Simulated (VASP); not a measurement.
# CdTe (F-43m) in VASP: vibrations by perturbation theory with PBEsol

Aim: the vibrations by perturbation theory of CdTe with PBEsol.

Everything below comes from runs of VASP 6.6.1. Logs are shortened: lines on timing, memory, paths and dates and some standing lists are left out, and cuts for length are marked.

### Step 1. The cell of the first run

It takes space group F-43m (No. 216, cubic). The conventional cell has a = 6.489 Å, b = 6.489 Å, c = 6.489 Å, α = 90.00°, β = 90.00°, γ = 90.00°. Cd (site symmetry -43m) has 4 Te at 2.81 Å within 3.7 Å. Te (site symmetry -43m) has 4 Cd at 2.81 Å within 3.7 Å.

### Step 2. Vibrations by perturbation theory, PBEsol (phonons by finite displacements)

Contents of INCAR:

```
SYSTEM = CdTe
ALGO = Normal ; EDIFF = 1E-8
ENCUT = 520 ; GGA = PS
IBRION = 8 ; ISIF = 2
ISMEAR = 0 ; LASPH = .TRUE.
LCHARG = .FALSE. ; LREAL = .FALSE.
LWAVE = .FALSE. ; NBANDS = 16
NELM = 80 ; NSW = 1
PREC = Accurate ; SIGMA = 0.05
```

Contents of KPOINTS:

```
k-points
0
G
  6 6 6
  0 0 0
```

Contents of POSCAR:

```
CdTe
1.0
    0.0000000000      3.2445925398      3.2445925398
    3.2445925398      0.0000000000      3.2445925398
    3.2445925398      3.2445925398      0.0000000000
Cd Te
1 1
Direct
    0.0000000000      0.0000000000      0.0000000000
    0.2500000000      0.2500000000      0.2500000000
```

Potentials or basis: VASP PAW PBE potentials, release 64 (Cd, Te).

Launch:

```bash
cat potpaw_PBE.64/Cd/POTCAR potpaw_PBE.64/Te/POTCAR > POTCAR
mpirun -np 1 vasp_std > vasp.out
```

OUTCAR:

```text
SYSTEM = CdTe
   EDIFF = 1E-8
   ENCUT = 520
   GGA = PS
   IBRION = 8
   ISIF = 2
   ISMEAR = 0
   LASPH = .TRUE.
   LREAL = .FALSE.
   NELM = 80
   NSW = 1
   PREC = Accurate

 ion  position               nearest neighbor table
   1  0.000  0.000  0.000-   2 2.81   2 2.81   2 2.81   2 2.81
   2  0.250  0.250  0.250-   1 2.81   1 2.81   1 2.81   1 2.81

  LATTYP: Found a face centered cubic cell.
 ALAT       =     6.4891850796

  Lattice vectors:

 A1 = (   0.0000000000,   3.2445925398,   3.2445925398)
 A2 = (   3.2445925398,   0.0000000000,   3.2445925398)
 A3 = (   3.2445925398,   3.2445925398,   0.0000000000)

Analysis of symmetry for initial positions (statically):
=====================================================================
 Subroutine PRICEL returns:
 Original cell was already a primitive cell.

 Routine SETGRP: Setting up the symmetry group for a
 face centered cubic supercell.

 Subroutine GETGRP returns: Found 24 space group operations
 (whereof 24 operations were pure point group operations)
 out of a pool of 48 trial point group operations.

The static configuration has the point symmetry T_d .

Analysis of symmetry for dynamics (positions and initial velocities):
=====================================================================
 Subroutine PRICEL returns:
 Original cell was already a primitive cell.

 Routine SETGRP: Setting up the symmetry group for a
 face centered cubic supercell.

 Subroutine GETGRP returns: Found 24 space group operations
 (whereof 24 operations were pure point group operations)
 out of a pool of 48 trial point group operations.

The dynamic configuration has the point symmetry T_d .

 Subroutine INISYM returns: Found 24 space group operations
 (whereof 24 operations are pure point group operations),
 and found     1 'primitive' translations

----------------------------------------------------------------------------------------

[... 454 lines left out ...]

 VOLUME and BASIS-vectors are now :
 -----------------------------------------------------------------------------
  energy-cutoff  :      520.00
  volume of cell :       68.31
      direct lattice vectors                 reciprocal lattice vectors
     0.000000000  3.244592540  3.244592540    -0.154102555  0.154102555  0.154102555
     3.244592540  0.000000000  3.244592540     0.154102555 -0.154102555  0.154102555
     3.244592540  3.244592540  0.000000000     0.154102555  0.154102555 -0.154102555

 POSITION                                       TOTAL-FORCE (eV/Angst)
 -----------------------------------------------------------------------------------
      0.00000      0.00000      0.00000        -0.000000     -0.000000     -0.000000
      1.62230      1.62230      1.62230         0.000000      0.000000      0.000000
 -----------------------------------------------------------------------------------
    total drift:                               -0.000000     -0.000000     -0.000000

  FREE ENERGIE OF THE ION-ELECTRON SYSTEM (eV)
  ---------------------------------------------------
  free  energy   TOTEN  =        -5.4835416366 eV

  energy  without entropy=       -5.4835416366  energy(sigma->0) =       -5.48354164

[... ionic steps 2 to 3 ...]

--------------------------------------- Ionic step        4  -------------------------------------------

------------------------ aborting loop because EDIFF is reached ----------------------------------------

[... ionic steps 5 to 6 ...]

--------------------------------------- Ionic step        7  -------------------------------------------

 Free energy of the ion-electron system (eV)
  ---------------------------------------------------
  ---------------------------------------------------
  free energy    TOTEN  =        -0.04890960 eV

  energy without entropy =       -0.04890960

------------------------ aborting loop because EDIFF is reached ----------------------------------------

 INTERNAL STRAIN TENSOR  FOR ION    2  DIRECTION 1   (eV/Angst):
 -----------------------------------------------------------------------------
     0.01083  0.00000  0.00000
     0.00000 -0.00217 -5.60978
     0.00000 -5.60978 -0.00217

 INTERNAL STRAIN TENSOR FOR ION    2 for displacements in x,y,z  (eV/Angst):
          X           Y           Z          XY          YZ          ZX
  --------------------------------------------------------------------------------
  x     0.00000     0.00000     0.00000     0.00000    -5.60978     0.00000
  y     0.00000    -0.00000     0.00000     0.00000     0.00000    -5.60978
  z     0.00000     0.00000     0.00000    -5.60978     0.00000     0.00000

 SECOND DERIVATIVES (NOT SYMMETRIZED)
 ------------------------------------
               1X          1Y          1Z          2X          2Y          2Z
  1X    -4.445269    0.000000    0.000000    4.445269    0.000000    0.000000
  1Y     0.000000   -4.445269    0.000000    0.000000    4.445269    0.000000
  1Z     0.000000    0.000000   -4.445269    0.000000    0.000000    4.445269
  2X     4.463032    0.000000    0.000000   -4.463032    0.000000    0.000000
  2Y     0.000000    4.463032    0.000000    0.000000   -4.463032    0.000000
  2Z     0.000000    0.000000    4.463032    0.000000    0.000000   -4.463032

 Eigenvectors and eigenvalues of the dynamical matrix
 ----------------------------------------------------

   1 f  =    4.267680 THz    26.814622 2PiTHz  142.354469 cm-1    17.649697 meV
             X         Y         Z           dx          dy          dz
      0.000000  0.000000  0.000000     0.000000    0.728457    0.000000
      1.622296  1.622296  1.622296     0.000000   -0.685092    0.000000
[... 21 lines left out ...]
   6 f/i=    0.004247 THz     0.026684 2PiTHz    0.141660 cm-1     0.017564 meV
             X         Y         Z           dx          dy          dz
      0.000000  0.000000  0.000000     0.000000    0.000000   -0.685092
      1.622296  1.622296  1.622296     0.000000    0.000000   -0.728457

--------------------------------------------------------------------------------------------------------

 ELASTIC MODULI CONTR FROM IONIC RELAXATION (kBar)
 Direction    XX          YY          ZZ          XY          YZ          ZX
 --------------------------------------------------------------------------------
 XX          -0.0000      0.0000      0.0000     -0.0000      0.0000      0.0000
 YY           0.0000     -0.0000      0.0000     -0.0000     -0.0000     -0.0000
 ZZ           0.0000      0.0000     -0.0000      0.0000     -0.0000      0.0000
 XY          -0.0000     -0.0000      0.0000   -172.4790      0.0000      0.0000
 YZ           0.0000     -0.0000     -0.0000      0.0000   -172.4790      0.0000
 ZX           0.0000     -0.0000      0.0000      0.0000      0.0000   -172.4790
 --------------------------------------------------------------------------------
```

stdout:

```text
POSCAR found type information on POSCAR CdTe
 POSCAR found :  2 types and       2 ions
 scaLAPACK will be used
 -----------------------------------------------------------------------------
|                                                                             |
|                                                                             |
|     You enforced a specific xc type in the INCAR file but a different       |
|     I HOPE YOU KNOW WHAT YOU ARE DOING!                                     |
|                                                                             |
 -----------------------------------------------------------------------------

 LDA part: xc-table for (Slater+PW92), standard interpolation
 POSCAR, INCAR and KPOINTS ok, starting setup
 FFT: planning ... GRIDC
 FFT: planning ... GRID_SOFT
 FFT: planning ... GRID
 WAVECAR not read
 entering main loop
 Linear response reoptimize wavefunctions to high precision
 Linear response DOF=           2
 Linear response progress:
 first order change of Fermi-energy  -0.46484E-04
 force on displaced ion       1 direction 1 :  -4.445  -0.000  -0.000
 Linear response progress:
 first order change of Fermi-energy   0.38080E-03
 force on displaced ion       2 direction 1 :  -4.463  -0.000  -0.000
 Linear response finished
```

Run time: 2.1 min. Hardware: 1 thread of Intel Xeon Platinum 8559C (Emerald Rapids), shared host; peak memory 0.31 GiB.

Results:

```
Highest phonon frequency at Γ, LO-TO splitting left out : 142 cm⁻¹
```

Phonon frequencies in cm⁻¹ (negative: imaginary):
```csv
q point,frequencies
"(0.000, 0.000, 0.000)",0 0 0 142 142 142
```

Caveat: the cell differs from its parent crystal (phonons by finite displacements); spin-orbit coupling is left out, which moves the levels of the heavy elements.
